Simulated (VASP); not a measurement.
# Pb (Fm-3m) in VASP: a series of runs

The runs below take Pb through single point, with PBE exchange alone.

All numbers are computed with VASP 6.6.1; they aren't measurements. Logs are shortened: lines on timing, memory, paths and dates and some standing lists are left out, and cuts for length are marked.

## Step 1: The cell of the first run

Symmetry: Fm-3m, No. 225, cubic system. The conventional cell has a = 4.950 Å, b = 4.950 Å, c = 4.950 Å, α = 90.00°, β = 90.00°, γ = 90.00°. Pb (site symmetry m-3m) has 12 Pb at 3.50 Å within 4.6 Å.

## Step 2: Single point, PBE exchange alone

The input, INCAR:

```
SYSTEM = Pb
PREC     = Accurate       ! precision mode
ENCUT    = 520            ! plane-wave cutoff, eV
EDIFF    = 1E-7           ! SCF threshold, eV
ISMEAR   = -1             ! smearing method
SIGMA    = 0.05           ! smearing width, eV
LREAL    = .False.        ! projectors in reciprocal space
LASPH    = .True.         ! aspherical terms in the spheres
NELM     = 60             ! most SCF steps
ALGO     = Fast           ! electronic algorithm
ISIF     = 2              ! what is computed and relaxed
LWAVE    = .False.        ! write WAVECAR
LCHARG   = .False.        ! write CHGCAR
GGA      = PE             ! functional
ALDAC    = 0.0          
AGGAC    = 0.0          
NBANDS   = 13             ! bands
```

The input, KPOINTS:

```
regular mesh
0
Gamma
  9 9 9
  0 0 0
```

The input, POSCAR:

```
Pb
1.0
    0.0000000000      2.4750200000      2.4750200000
    2.4750200000      0.0000000000      2.4750200000
    2.4750200000      2.4750200000      0.0000000000
Pb
1
Direct
    0.0000000000      0.0000000000      0.0000000000
```

Potentials or basis: VASP PAW PBE potentials, release 64 (Pb_d).

Command:

```sh
$ cat potpaw_PBE.64/Pb_d/POTCAR > POTCAR
$ mpirun -np 1 vasp_std > vasp.out
```

OUTCAR:

```text
SYSTEM = Pb
   PREC = Accurate
   ENCUT = 520
   EDIFF = 1E-7
   ISMEAR = -1
   LREAL = .False.
   LASPH = .True.
   NELM = 60
   ISIF = 2
   GGA = PE

 ion  position               nearest neighbor table
   1  0.000  0.000  0.000-

  LATTYP: Found a face centered cubic cell.
 ALAT       =     4.9500400000

  Lattice vectors:

 A1 = (   0.0000000000,   2.4750200000,   2.4750200000)
 A2 = (   2.4750200000,   0.0000000000,   2.4750200000)
 A3 = (   2.4750200000,   2.4750200000,   0.0000000000)

Analysis of symmetry for initial positions (statically):
[... 5 lines left out ...]
 face centered cubic supercell.

 Subroutine GETGRP returns: Found 48 space group operations
 (whereof 48 operations were pure point group operations)
 out of a pool of 48 trial point group operations.

The static configuration has the point symmetry O_h .

Analysis of symmetry for dynamics (positions and initial velocities):
[... 5 lines left out ...]
 face centered cubic supercell.

 Subroutine GETGRP returns: Found 48 space group operations
 (whereof 48 operations were pure point group operations)
 out of a pool of 48 trial point group operations.

The dynamic configuration has the point symmetry O_h .

 Subroutine INISYM returns: Found 48 space group operations
 (whereof 48 operations are pure point group operations),
 and found     1 'primitive' translations

----------------------------------------------------------------------------------------

                                     Primitive cell

  volume of cell :      30.3226

  direct lattice vectors                    reciprocal lattice vectors
     0.000000000  2.475020000  2.475020000    -0.202018570  0.202018570  0.202018570
     2.475020000  0.000000000  2.475020000     0.202018570 -0.202018570  0.202018570
     2.475020000  2.475020000  0.000000000     0.202018570  0.202018570 -0.202018570

  length of vectors
     3.500206851  3.500206851  3.500206851     0.349906427  0.349906427  0.349906427

  position of ions in fractional coordinates (direct lattice)
     0.000000000  0.000000000  0.000000000

  ion indices of the primitive-cell ions
   primitive index   ion index
                 1           1

----------------------------------------------------------------------------------------

 KPOINTS: regular mesh

Automatic generation of k-mesh.
 Grid dimensions read from file:
 generate k-points for:    9    9    9

 Generating k-lattice:

  Cartesian coordinates                     Fractional coordinates (reciprocal lattice)
    -0.022446508  0.022446508  0.022446508     0.111111111  0.000000000  0.000000000
     0.022446508 -0.022446508  0.022446508     0.000000000  0.111111111  0.000000000
     0.022446508  0.022446508 -0.022446508     0.000000000  0.000000000  0.111111111

  Length of vectors
     0.038878492  0.038878492  0.038878492

  Shift w.r.t. Gamma in fractional coordinates (k-lattice)
     0.000000000  0.000000000  0.000000000

 Subroutine IBZKPT returns following result:
 ===========================================

 Found     35 irreducible k-points:

 Following reciprocal coordinates:
            Coordinates               Weight
  0.000000  0.000000  0.000000      1.000000
  0.111111  0.000000  0.000000      8.000000
  0.222222  0.000000  0.000000      8.000000
  0.333333  0.000000  0.000000      8.000000
  0.444444  0.000000  0.000000      8.000000
  0.111111  0.111111  0.000000      6.000000
[... 16 lines left out ...]
 -0.333333  0.333333  0.000000     12.000000
  0.444444  0.444444  0.000000      6.000000
 [... further k-points ...]
   k-points           NKPTS =     35   k-points in BZ     NKDIM =     35   number of bands    NBANDS=     13
   number of dos      NEDOS =    301   number of ions     NIONS =      1
   total plane-waves  NPLWV =  21952
   dimension x,y,z NGX =    28 NGY =   28 NGZ =   28
   dimension x,y,z NGXF=    56 NGYF=   56 NGZF=   56
   ions per type =               1
   NGX,Y,Z   is equivalent  to a cutoff of  13.30, 13.30, 13.30 a.u.
   NGXF,Y,Z  is equivalent  to a cutoff of  26.60, 26.60, 26.60 a.u.
 SYSTEM =  Pb
   PREC   = accura    normal or accurate (medium, high low for compatibility)
   ISTART =      0    job   : 0-new  1-cont  2-samecut
   ICHARG =      2    charge: 1-file 2-atom 10-const
   ISPIN  =      1    spin polarized calculation?
   LNONCOLLINEAR =      F non collinear calculations
   LSORBIT =      F    spin-orbit coupling
   LASPH  =      T    aspherical Exc in radial PAW
   ENCUT  =  520.0 eV  38.22 Ry    6.18 a.u.   6.51  6.51  6.51*2*pi/ulx,y,z
   NELM   =     60;   NELMIN=  2; NELMDL= -5     # of ELM steps
   EDIFF  = 0.1E-06   stopping-criterion for ELM
   LREAL  =      F    real-space projection
   EDIFFG = 0.1E-05   stopping-criterion for IOM
   NSW    =      0    number of steps for IOM
   IBRION =     -1    ionic relax: 0-MD 1-quasi-New 2-CG
   NFREE  =      0    steps in history (QN), initial steepest desc. (CG)
   ISIF   =      2    stress and relaxation
   ISYM   =      2    0-nonsym 1-usesym 2-fastsym
   POTIM  = 0.5000    time-step for ionic-motion
   TEBEG  =    0.0;   TEEND  =   0.0 temperature during run
   PSTRESS=    0.0 pullay stress
   NELECT =      14.0000    total number of electrons
   NUPDOWN=      -1.0000    fix difference up-down
   EMIN   =  10.00;   EMAX   =-10.00  energy-range for DOS
   EFERMI =   0.00;   METHOD = LEGACY
   ISMEAR =    -1;   SIGMA  =   0.05  broadening in eV -4-tet -1-fermi 0-gaus
   EFERMI_NEDOS =   21; number of points for ismear=-14 and -15
   IALGO  =     68    algorithm
   IMIX   =      4    mixing-type and parameters
     AMIX     =   0.40;   BMIX     =  1.00
     AMIX_MAG =   1.60;   BMIX_MAG =  1.00
  volume/ion in A,a.u.               =      30.32       204.63
  Fermi-wavevector in a.u.,A,eV,Ry     =   1.265306  2.391081 21.782907  1.600999
  Thomas-Fermi vector in A             =   2.398566
   LORBIT       =      0    0 simple, 1 ext, 2 COOP (PROOUT), +10 PAW based schemes
   GGA     = PE    functional components
   LHFCALC =     F    Hartree Fock is set to
   AEXX    =    0.0000 exact exchange contribution
   IVDW    =     0    specifies the selected vdW correction
   LEPSILON=     F    determine dielectric tensor
   LRPA    =     F    only Hartree local field effects (RPA)
 non-spin polarized calculation
 RMM-DIIS sequential band-by-band and
  energy-cutoff  :      520.00
  volume of cell :       30.32
 maximum number of plane-waves:       869
 NGX is ok and might be reduce to    28
   NGX = 13   NGY = 13   NGZ = 13

 number of electron      13.9999999 magnetization

 Free energy of the ion-electron system (eV)
  ---------------------------------------------------
  ext. energy  EPLUGINS =         0.00000000
  ---------------------------------------------------
  free energy    TOTEN  =        -2.07198676 eV

  energy without entropy =       -2.06866357  energy(sigma->0) =       -2.07032517

 E-fermi :   8.7015     XC(G=0):  -8.5466

 val. band max:        8.4785883635   @ k =  -0.3333   0.3333   0.1111
 cond. band min:       8.7155266384   @ k =  -0.2222   0.3333   0.1111
 fundamental gap:      0.2369382748
 Fermi energy:         8.7014956286

 k-point     1 :       0.0000    0.0000    0.0000
  band No.  band energies     occupation
      1      -8.1202      2.00000
      2      -8.1202      2.00000
      3      -8.1202      2.00000
      4      -7.9773      2.00000
      5      -7.9773      2.00000
      6      -2.9629      2.00000
      7      16.0789      0.00000
      8      16.0789      0.00000
      9      16.0789      0.00000
     10      18.8320      0.00000
     11      20.5529      0.00000
     12      21.4338      0.00000
     13      21.4338      0.00000

 k-point     2 :       0.1111    0.0000    0.0000
  band No.  band energies     occupation
      1      -8.1206      2.00000
      2      -8.1033      2.00000
      3      -8.1033      2.00000
      4      -7.9773      2.00000
      5      -7.9773      2.00000
      6      -2.7268      2.00000
      7      13.8220      0.00000
      8      15.8074      0.00000
      9      15.8074      0.00000
     10      18.4307      0.00000
     11      21.4438      0.00000
     12      21.9119      0.00000
     13      21.9123      0.00000

 k-point     3 :       0.2222    0.0000    0.0000
  band No.  band energies     occupation
      1      -8.1257      2.00000
      2      -8.0834      2.00000
      3      -8.0834      2.00000
      4      -7.9540      2.00000
      5      -7.9540      2.00000
      6      -2.0210      2.00000
      7      10.4048      0.00000
      8      15.2194      0.00000
      9      15.2194      0.00000
     10      18.1012      0.00000
     11      20.9105      0.00000
     12      21.5593      0.00000
     13      21.5594      0.00000

 k-point     4 :       0.3333    0.0000    0.0000
  band No.  band energies     occupation
      1      -8.1372      2.00000
      2      -8.0932      2.00000
      3      -8.0932      2.00000
      4      -7.8938      2.00000
      5      -7.8938      2.00000
      6      -0.8935      2.00000
      7       7.3176      2.00000
      8      14.6487      0.00000
      9      14.6487      0.00000
     10      18.0191      0.00000
     11      19.6290      0.00000
     12      20.6899      0.00000
     13      20.6899      0.00000

 k-point     5 :       0.4444    0.0000    0.0000
  band No.  band energies     occupation
      1      -8.1476      2.00000
      2      -8.1068      2.00000
      3      -8.1068      2.00000
      4      -7.8463      2.00000
      5      -7.8463      2.00000
      6       0.3384      2.00000
      7       5.0810      2.00000
      8      14.3094      0.00000
      9      14.3094      0.00000
     10      18.2115      0.00000
     11      18.7499      0.00000
     12      20.2475      0.00000
     13      20.2475      0.00000
[... 257 lines left out ...]
 k-point    22 :      -0.4444    0.3333    0.0000
  band No.  band energies     occupation
      1      -8.2124      2.00000
      2      -8.1084      2.00000
      3      -7.9158      2.00000
      4      -7.8945      2.00000
      5      -7.8333      2.00000
      6       1.6796      2.00000
      7       6.4214      2.00000
      8       8.4301      1.99125
      9      11.6370      0.00000
     10      15.5282      0.00000
     11      19.6111      0.00000
     12      24.9911      0.00000
     13      25.2013      0.00000

 k-point    23 :      -0.3333    0.3333    0.0000
  band No.  band energies     occupation
      1      -8.1756      2.00000
      2      -8.0142      2.00000
      3      -7.9666      2.00000
      4      -7.9442      2.00000
      5      -7.8785      2.00000
      6       1.5339      2.00000
      7       7.0741      2.00000
      8       7.3150      2.00000
      9      12.4078      0.00000
     10      16.0126      0.00000
     11      22.6950      0.00000
     12      24.2889      0.00000
     13      24.3366      0.00000

 k-point    24 :       0.4444    0.4444    0.0000
  band No.  band energies     occupation
      1      -8.2804      2.00000
      2      -8.1872      2.00000
      3      -7.8546      2.00000
      4      -7.8148      2.00000
      5      -7.8148      2.00000
      6       1.5582      2.00000
      7       6.1263      2.00000
      8      10.9167      0.00000
      9      10.9167      0.00000
     10      14.6250      0.00000
     11      15.7646      0.00000
     12      27.0637      0.00000
     13      28.8301      0.00000

 [... further k-points ...]
[... 5 lines left out ...]
  --------------------------------------------------------------------------------------
  -------------------------------------------------------------------------------------
  Total        2.1702952      2.1702952      2.1702952      0.0000000     -0.0000000      0.0000000
  in kB      114.6735515    114.6735515    114.6735515      0.0000000     -0.0000000      0.0000000
  external PRESSURE =     114.6735515 kB  Pullay stress =       0.0000000 kB

 VOLUME and BASIS-vectors are now :
 -----------------------------------------------------------------------------
  energy-cutoff  :      520.00
  volume of cell :       30.32
      direct lattice vectors                 reciprocal lattice vectors
     0.000000000  2.475020000  2.475020000    -0.202018570  0.202018570  0.202018570
     2.475020000  0.000000000  2.475020000     0.202018570 -0.202018570  0.202018570
     2.475020000  2.475020000  0.000000000     0.202018570  0.202018570 -0.202018570

 POSITION                                       TOTAL-FORCE (eV/Angst)
 -----------------------------------------------------------------------------------
      0.00000      0.00000      0.00000         0.000000      0.000000      0.000000
 -----------------------------------------------------------------------------------
    total drift:                               -0.000000     -0.000000     -0.000000

  FREE ENERGIE OF THE ION-ELECTRON SYSTEM (eV)
  ---------------------------------------------------
  free  energy   TOTEN  =        -2.0719867636 eV

  energy  without entropy=       -2.0686635685  energy(sigma->0) =       -2.07032517
```

Run time: 39 s. Hardware: 1 thread of Intel Xeon 8259CL, shared host; peak memory 0.16 GiB.

Results:

```yaml
Free_energy: -2.0720 eV
Pressure: 11.5 GPa
Band_gap_on_the_k_mesh: zero (band 7 reaches 16.08 eV, above the bottom of band 8 at 7.32 eV)
```

Caveat: spin-orbit coupling is left out, which moves the levels of the heavy elements.

## Step 3: Single point, PBE exchange alone

This run uses another cell than the first one, of 30.93 Å³/atom, 1.020 times its volume.

The input, INCAR:

```
SYSTEM = Pb
  PREC = Accurate
  ENCUT = 520
  EDIFF = 1E-6
  ISMEAR = -1
  SIGMA = 0.05
  LREAL = .FALSE.
  LASPH = .TRUE.
  NELM = 60
  ALGO = Normal
  ISIF = 2
  LWAVE = .FALSE.
  LCHARG = .TRUE.
  GGA = PE
  ALDAC = 0.0
  AGGAC = 0.0
  LELF = .TRUE.
  LVHAR = .TRUE.
  NBANDS = 13
```

The input, KPOINTS:

```
Automatic mesh
0
G
  9 9 9
  0 0 0
```

The input, POSCAR:

```
Pb
1.0
    0.0000000000      2.4914113386      2.4914113386
    2.4914113386      0.0000000000      2.4914113386
    2.4914113386      2.4914113386      0.0000000000
Pb
1
Direct
    0.0000000000      0.0000000000      0.0000000000
```

Potentials or basis: VASP PAW PBE potentials, release 64 (Pb_d).

Command:

```sh
$ cat potpaw_PBE.64/Pb_d/POTCAR > POTCAR
$ mpirun -np 1 vasp_std > vasp.out
```

Run time: 26 s. Hardware: 1 thread of Intel Xeon 8259CL, shared host; peak memory 0.16 GiB.

The run converged. Its results:

```yaml
Free_energy: -2.1132 eV
Pressure: 10.2 GPa
Band_gap_on_the_k_mesh: zero (band 7 reaches 15.69 eV, above the bottom of band 8 at 7.13 eV)
```

Levels at points of the mesh, in eV from the Fermi level:
| k point | band 5 | band 6 | band 7 | band 8 | band 9 | band 10 |
| --- | --- | --- | --- | --- | --- | --- |
| (0.00, 0.00, 0.00) | -16.67 | -11.54 | 7.22 | 7.22 | 7.22 | 10.12 |

Caveat: spin-orbit coupling is left out, which moves the levels of the heavy elements.
